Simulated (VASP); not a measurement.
WSe2:

```
W Se
1.0
     3.18067    0.00000    0.00000
    -1.59033    2.75454    0.00000
     0.00000    0.00000   12.40904
W Se
2 4
Cartesian
  1.5903 0.9182 3.1023
  0.0000 1.8364 9.3068
  0.0000 1.8364 4.7748
  1.5903 0.9182 10.9793
  0.0000 1.8364 1.4297
  1.5903 0.9182 7.6343
```

This cell differs from its parent crystal: equal strain along all axes, cell held: -3.0 %.

| Item | Value |
| --- | --- |
| Program | VASP 6.6.1 |
| Task | relaxation of the atoms |
| Functional | PBE |
| Dispersion | D3(BJ) |
| Potentials or basis | VASP PAW PBE potentials, release 64 (W_sv, Se) |
| Cutoff | 520 eV |
| k mesh | 12 × 12 × 2 |
| Occupations | gaussian, width 0.02 eV |
| Spin | no spin polarisation |

At the start: pressure 12.1 GPa; volume 18.12 Å³/atom.

Problem. How do energy, volume and symmetry change on relaxing?

Solution. Over 3 steps the energy falls by 11.7 meV/atom; space group P6_3/mmc (No. 194, to 0.1 Å) before and after.

Step by step:
| step | energy change (eV) | largest force (eV/Å) | pressure (GPa) |
| --- | --- | --- | --- |
| 1 | 0.0000 | 0.8685 | 12.05 |
| 2 | -0.0705 | 0.0124 | 7.72 |
| 3 | -0.0705 | 0.0003 | 7.77 |

Final structure:
```
CELL_PARAMETERS angstrom
3.18067 0.00000 0.00000
-1.59033 2.75454 0.00000
0.00000 0.00000 12.40904
ATOMIC_POSITIONS crystal
W 0.66667 0.33333 0.25000
W 0.33333 0.66667 0.75000
Se 0.33333 0.66667 0.38811
Se 0.66667 0.33333 0.88811
Se 0.33333 0.66667 0.11189
Se 0.66667 0.33333 0.61189
```

Caveat: the cell differs from its parent crystal (equal strain along all axes, cell held: -3.0 %).
